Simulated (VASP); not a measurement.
Write the native input for VASP 6.6.1 that does the following.

```
Task                   : single point
Functional             : PBE
Potentials or basis    : VASP PAW PBE potentials, release 64 (Pb_d, F)
Cutoff                 : 520 eV
k mesh                 : 4 × 4 × 4
Occupations            : gaussian, width 0.01 eV
Spin                   : no spin polarisation
Dipole correction      : no
Further INCAR settings : ALGO = Normal; EDIFF = 1e-06; NBANDS = 21
```

The structure of PbF2 lies in POSCAR:

```
PbF2
1.0
    0.0000000000      2.9604388882      2.9604388882
    2.9604388882      0.0000000000      2.9604388882
    2.9604388882      2.9604388882      0.0000000000
Pb F
1 2
Direct
    0.0000000000      0.0000000000      0.0000000000
    0.2500000000      0.2500000000      0.2500000000
    0.7500000000      0.7500000000      0.7500000000
```

One way to write it, as run:

INCAR

```
SYSTEM = PbF2
PREC = Accurate ; ENCUT = 520
EDIFF = 1E-6 ; ISMEAR = 0
SIGMA = 0.01 ; LREAL = .FALSE.
LASPH = .TRUE. ; NELM = 60
ALGO = Normal ; ISIF = 2
LWAVE = .FALSE. ; LCHARG = .FALSE.
GGA = PE ; NBANDS = 21
```

KPOINTS

```
Automatic mesh
0
G
  4 4 4
  0 0 0
```

Potentials or basis: VASP PAW PBE potentials, release 64 (Pb_d, F).

Launch:

```console
$ cat potpaw_PBE.64/Pb_d/POTCAR potpaw_PBE.64/F/POTCAR > POTCAR
$ mpirun -np 1 vasp_std > vasp.out
```

It gave:

| Property | Result |
| --- | --- |
| Pressure | 2.7 GPa |
| Band gap on the k mesh | 4.42 eV, indirect (least direct gap 4.56 eV) |

Caveat: the k points lie up to 0.46 Å⁻¹ apart; spin-orbit coupling is left out, which moves the levels of the heavy elements.

It took 15 s on 1 thread of AMD EPYC 7R13 Processor (Zen 3) (shared host), peak memory 0.14 GiB.
